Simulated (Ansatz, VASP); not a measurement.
**One calculation of TaN, two programs**

```
Ta N
1.0
     0.00000    2.18742    2.18742
     2.18742    0.00000    2.18742
     2.18742    2.18742    0.00000
Ta N
1 1
Direct
  0.50000 0.50000 0.50000
  0.00000 0.00000 0.00000
```

Alike in both runs: task single point; functional PBEsol; k mesh 16 × 16 × 16; occupations gaussian, width 0.1 eV; no spin polarisation.

|  | VASP | Ansatz |
| --- | --- | --- |
| version | VASP 6.6.1 | Ansatz 0.2.0 |
| potentials or method | VASP PAW PBE potentials, release 64 (Ta_pv, N), cutoff 600 eV | scalar-relativistic, plane waves, PAW |
| valence electrons in the cell | 16 | 18 |

Ansatz gave:

| Quantity | Value |
| --- | --- |
| gap on the k mesh at the Fermi level (eV) | none |
| pressure (GPa) | 0.0 |

Problem. What did VASP give for the same quantities?

Solution. gap on the k mesh at the Fermi level (eV): none; pressure (GPa): 1.1.

VASP's potentials were made for PBE, not for PBEsol, and Ansatz warns of the same on its side. A gap of «none» marks a metal or a gap that the smearing closes. VASP's potentials hold 16 valence electrons a cell and Ansatz's 18, so a difference there can come from the potentials and not from the codes.

Spin-orbit coupling is off throughout.
